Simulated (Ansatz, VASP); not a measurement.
**CrO2: VASP beside Ansatz**

```xyz
3
Lattice="1.4900 0.8602 4.7900 -1.4900 0.8602 4.7900 0.0000 -1.7205 4.7900" Properties=species:S:1:pos:R:3 pbc="T T T"
Cr    0.0000    0.0000    7.1849
O     0.0000    0.0000    3.3183
O     0.0000    0.0000   11.0516
```

Alike in both runs: task single point; functional PBE; k mesh 10 × 10 × 10; occupations fermi-dirac, width 0.05 eV; collinear spin.

|  | VASP | Ansatz |
| --- | --- | --- |
| version | VASP 6.6.1 | Ansatz 0.2.0 |
| potentials or method | VASP PAW PBE potentials, release 64 (Cr_pv, O) | Ansatz PAW |
| plane-wave cutoff (eV) | 520 | 420 |
| valence electrons in the cell | 24 | 26 |

Ansatz gave:

- gap on the k mesh at the Fermi level (eV): none
- pressure (GPa): -8.1
- traceless stress, the component that is largest in VASP (GPa): 6.04
- rms of the force components (eV/Å): 0.158
- net moment per atom (μB): 0.67
- size of the moment on the site where the two differ most (μB): 1.81

What did VASP give for the same quantities?

gap on the k mesh at the Fermi level (eV): none; pressure (GPa): -7.6; traceless stress, the component that is largest in VASP (GPa): 5.65; rms of the force components (eV/Å): 0.131; net moment per atom (μB): 0.67; size of the moment on the site where the two differ most (μB): 2.14.

Site moments also hang on the region over which each program counts them. Atom by atom the forces differ by 0.026 eV/Å (rms over components). A gap of «none» marks a metal or a gap that the smearing closes. The functional is the same, so the differences come from potentials, cutoffs and numerics. VASP's potentials hold 24 valence electrons a cell and Ansatz's 26, so a difference there can come from the potentials and not from the codes.
